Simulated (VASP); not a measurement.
Here is a VASP 6.6.1 calculation.

INCAR

```
SYSTEM = Pt
PREC = Accurate
ENCUT = 520
EDIFF = 1E-7
ISMEAR = 0
SIGMA = 0.1
LREAL = .FALSE.
LASPH = .TRUE.
NELM = 100
ALGO = Fast
ISIF = 2
LWAVE = .FALSE.
LCHARG = .FALSE.
GGA = PE
NBANDS = 50
```

Contents of KPOINTS:

```
regular mesh
0
G
  4 4 4
  0 0 0
```

POSCAR

```
Pt
1.0
    5.0426246766      0.0000000000      0.0000000000
    0.0000000000      5.0426246766      0.0000000000
    0.0000000000      0.0000000000      5.0426246766
Pt
8
Direct
    0.5000000000      0.5000000000      0.5000000000
    0.0000000000      0.0000000000      0.0000000000
    0.2500000000      0.0000000000      0.5000000000
    0.5000000000      0.2500000000      0.0000000000
    0.5000000000      0.7500000000      0.0000000000
    0.7500000000      0.0000000000      0.5000000000
    0.0000000000      0.5000000000      0.7500000000
    0.0000000000      0.5000000000      0.2500000000
```

Potentials or basis: VASP PAW PBE potentials, release 64 (Pt).

The run is started by

```console
$ cat potpaw_PBE.64/Pt/POTCAR > POTCAR
$ mpirun -np 1 vasp_std > vasp.out
```

**Question.** Predict the pressure.

**Answer.** 2.5 GPa.

**Question.** Predict the band gap on the k mesh.

**Answer.** Zero (bands 40 and 41 overlap by 0.40 eV).

Caveat: spin-orbit coupling is left out, which moves the levels of the heavy elements.
